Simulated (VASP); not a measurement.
Here is a VASP 6.6.1 calculation.

File INCAR:

```
SYSTEM = WS2
PREC = Accurate ; ENCUT = 520
EDIFF = 1E-7 ; ISMEAR = -1
SIGMA = 0.05 ; LREAL = .FALSE.
LASPH = .TRUE. ; NELM = 60
ALGO = Normal ; ISIF = 2
LWAVE = .FALSE. ; LCHARG = .FALSE.
GGA = PS ; NBANDS = 20
```

The input KPOINTS:

```
Automatic mesh
0
G
  10 10 10
  0 0 0
```

File POSCAR:

```
WS2
1.0
    1.5738180578      0.9086442793      6.3706546717
   -1.5738180578      0.9086442793      6.3706546717
    0.0000000000     -1.8172885586      6.3706546717
W S
1 2
Direct
   -0.0006714678     -0.0006714678     -0.0006714678
    0.5840125059      0.5840125059      0.5840125059
    0.7479589620      0.7479589620      0.7479589620
```

Potentials or basis: VASP PAW PBE potentials, release 64 (W_sv, S).

The run is started by

```console
$ cat potpaw_PBE.64/W_sv/POTCAR potpaw_PBE.64/S/POTCAR > POTCAR
$ mpirun -np 1 vasp_std > vasp.out
```

Question: Estimate the band gap on the k mesh.

Answer: 1.22 eV (least direct gap 2.28 eV).

Question: Estimate the pressure.

Answer: 0.1 GPa.

Question: Predict the largest force.

Answer: 0.021 eV/Å.

Forces in eV/Å, atoms in the order of the input:
```
W    0.000  0.000  0.000
S    0.000  0.000 -0.021
S    0.000  0.000  0.021
```

Caveat: the PAW data sets were made with another functional, which shifts forces and pressure a little; spin-orbit coupling is left out, which moves the levels of the heavy elements. A k mesh can miss the band edges.
